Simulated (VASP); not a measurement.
Input of a VASP 6.6.1 run:

Contents of INCAR:

```
PREC = Accurate
ENCUT = 520
EDIFF = 1E-7
ISMEAR = 0
SIGMA = 0.1
LREAL = False
LASPH = True
NELM = 60
ALGO = Normal
ISIF = 2
LWAVE = False
LCHARG = False
LDIPOL = True
IDIPOL = 3
DIPOL = 0.5 0.5 0.374
GGA = CA
NBANDS = 34
```

Contents of KPOINTS:

```
Automatic mesh
0
Gamma
  9 9 1
```

File POSCAR:

```
Ti4C
1.0
    2.8639615639      0.0000000000      0.0000000000
   -1.4319807819      2.4802634698      0.0000000000
    0.0000000000      0.0000000000     22.2412339090
Ti C
4 1
Direct
    0.6666666667      0.3333333333      0.1798461370
    0.3333333333      0.6666666667      0.2817907594
    0.6666666667      0.3333333333      0.3878708239
    0.3333333333      0.6666666667      0.4829423562
    0.5000000000      1.3333333333      0.5376337214
```

Potentials or basis: VASP PAW LDA potentials, release 64 (Ti_sv, C).

Launch:

```console
$ cat potpaw_LDA.64/Ti_sv/POTCAR potpaw_LDA.64/C/POTCAR > POTCAR
$ mpirun -np 1 vasp_std > vasp.out
```

Question: Estimate the largest force.

Answer: 3.152 eV/Å.

Question: Estimate the band gap on the k mesh.

Answer: Zero (bands 26 and 27 overlap by 0.83 eV).

Forces in eV/Å, atoms in the order of the input:
```
Ti   0.003 -0.003  0.629
Ti   0.031  0.001 -0.371
Ti  -0.046 -0.114 -1.359
Ti  -2.015  2.205  1.007
C    2.026 -2.090  0.095
```
